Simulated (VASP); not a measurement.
**PbSe (Clausthalite): relaxation of cell and atoms with RPBE+D3(BJ)**

Crystal: PbSe (Clausthalite).

```
Pb Se
1.0
     0.00000    3.06065    3.06065
     3.06065    0.00000    3.06065
     3.06065    3.06065    0.00000
Pb Se
1 1
Direct
  0.00000 0.00000 0.00000
  0.50000 0.50000 0.50000
```

| Item | Value |
| --- | --- |
| Program | VASP 6.6.1 |
| Task | relaxation of cell and atoms |
| Functional | RPBE |
| Dispersion | D3(BJ) |
| Potentials or basis | VASP PAW PBE potentials, release 64 (Pb_d, Se) |
| Cutoff | 600 eV |
| k mesh | 8 × 8 × 8 |
| Occupations | fermi-dirac, width 0.05 eV |
| Spin | no spin polarisation |
| Dipole correction | no |
| Further INCAR settings | ALGO = Normal; EDIFF = 1e-07; IBRION = 2; EDIFFG = -0.02; NSW = 80; ISIF = 3 |

The relaxed volume is 23.74 Å³/atom, the relaxed cell is a = 4.064 Å, b = 4.064 Å, c = 4.064 Å, α = 60.00°, β = 60.00°, γ = 60.00° and the space group after relaxing (to 0.05 Å) is Fm-3m (No. 225). The energy gained by relaxing is 189.6 meV/atom. The ionic steps are 3. The pressure after relaxing is -0.1 GPa and the band gap on the k mesh is 0.46 eV, direct. The dispersion energy per atom is -2.267 eV.

Step by step:
| step | energy change (eV) | largest force (eV/Å) | pressure (GPa) | volume (Å³) |
| --- | --- | --- | --- | --- |
| 1 | 0.0000 | 0.0000 | -10.30 | 57.34 |
| 2 | -0.2731 | 0.0000 | 9.10 | 43.37 |
| 3 | -0.3792 | 0.0000 | -0.11 | 47.47 |

Final structure:
```xyz
2
Lattice="0.0000 2.8739 2.8739 2.8739 0.0000 2.8739 2.8739 2.8739 0.0000" Properties=species:S:1:pos:R:3 pbc="T T T"
Pb    0.0000    0.0000    0.0000
Se    2.8739    2.8739    2.8739
```

Levels at points of the mesh, in eV from the valence-band top:
| k point | band 8 | band 9 | band 10 | band 11 | band 12 | band 13 |
| --- | --- | --- | --- | --- | --- | --- |
| (0.00, 0.00, 0.00) | -2.66 | -2.66 | -2.66 | 5.34 | 5.34 | 5.34 |
| (0.50, 0.00, 0.00) | -2.07 | -2.07 | 0.00 | 0.46 | 1.41 | 1.41 |
| (0.50, 0.50, 0.00) | -6.54 | -4.37 | -4.37 | 3.03 | 6.59 | 6.59 |

Run time: 64 s on 1 thread of Intel Xeon 6975P-C, with other jobs on the host, peak memory 0.23 GiB.

The cell as given is a measured one (28.67 Å³/atom); RPBE+D3(BJ) puts the equilibrium volume -17.2 % from it, thermal expansion not counted.

Caveat: the volume moved by over 15 % at a fixed basis, so the end points are rough; the PAW data sets were made with another functional, which shifts forces and pressure a little; spin-orbit coupling is left out, which moves the levels of the heavy elements; the volume moved by -17 % from the deposited cell, more than functionals usually miss.
